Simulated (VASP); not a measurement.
A run of VASP 6.6.1:

The input INCAR:

```
SYSTEM = Ti3Al
PREC = Accurate ; ENCUT = 520
EDIFF = 1E-6 ; ISMEAR = 0
SIGMA = 0.1 ; LREAL = .FALSE.
LASPH = .TRUE. ; NELM = 150
ALGO = Normal ; ISIF = 2
LWAVE = .FALSE. ; LCHARG = .TRUE.
ISPIN = 2 ; MAGMOM = 0.22 0.22 0.96 0
LORBIT = 11 ; LMAXMIX = 4
GGA = PS ; LELF = .TRUE.
LVHAR = .TRUE. ; NBANDS = 32
```

The input KPOINTS:

```
regular mesh
0
G
  12 12 12
  0 0 0
```

POSCAR

```
Ti3Al
1.0
    0.0000000000      3.1592815027      3.1592815027
    3.1592815027      0.0000000000      3.1592815027
    3.1592815027      3.1592815027      0.0000000000
Ti Al
3 1
Direct
    0.7500000000      0.7500000000      0.7500000000
    0.2500000000      0.2500000000      0.2500000000
    0.0000000000      0.0000000000      0.0000000000
    0.5000000000      0.5000000000      0.5000000000
```

Potentials or basis: VASP PAW PBE potentials, release 64 (Ti_sv, Al).

Launch:

```sh
$ cat potpaw_PBE.64/Ti_sv/POTCAR potpaw_PBE.64/Al/POTCAR > POTCAR
$ mpirun -np 1 vasp_std > vasp.out
```

Hardware: 1 thread of Oxide Virtual Turin-like Processor, on a shared host.

Q: How long does it take, and how much memory?

A: It took 11 min on 1 thread of Oxide Virtual Turin-like Processor (shared host), peak memory 0.34 GiB. Counts: scf iterations 16, k points 72.
